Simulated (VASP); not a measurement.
# VH2: single point with r2SCAN

Crystal: VH2.

```
V H
1.0
     0.00000    1.95101    1.95101
     1.95101    0.00000    1.95101
     1.95101    1.95101    0.00000
V H
1 2
Direct
  0.00000 0.00000 0.00000
  0.25000 0.25000 0.25000
  0.75000 0.75000 0.75000
```

```yaml
Program: VASP 6.6.1
Task: single point
Functional: r2SCAN
Potentials_or_basis: VASP PAW PBE potentials, release 64 (V_sv, H)
Cutoff: 520 eV
k_mesh: 18 × 18 × 18
Occupations: gaussian, width 0.1 eV
Spin: no spin polarisation
Dipole_correction: no
Further_INCAR_settings: ALGO = Normal; EDIFF = 1e-07; NBANDS = 14
```

| Property | Result |
| --- | --- |
| Pressure | 60.9 GPa |
| Band gap on the k mesh | zero (an odd number of electrons rules out a gap without spin polarisation) |

Levels at points of the mesh, in eV from the Fermi level:
```csv
k point,band 6,band 7,band 8,band 9,band 10,band 11
"(0.00, 0.00, 0.00)",-1.38,-1.38,-1.38,1.07,1.13,1.13
"(0.50, 0.00, 0.00)",-6.43,-1.22,-1.22,2.25,2.25,6.29
"(0.50, 0.50, 0.00)",-6.33,-5.04,2.38,2.42,2.42,9.68
```

Wall time 56 s on 1 thread of Intel(R) Xeon(R) 6975P-C (Granite Rapids), with other jobs on the host, peak memory 0.17 GiB.

Caveat: the cell stands under pressure; the PAW data sets were made with another functional, which shifts forces and pressure a little; an odd number of electrons without spin polarisation forces a metal; a magnetic or distorted state may lie lower.
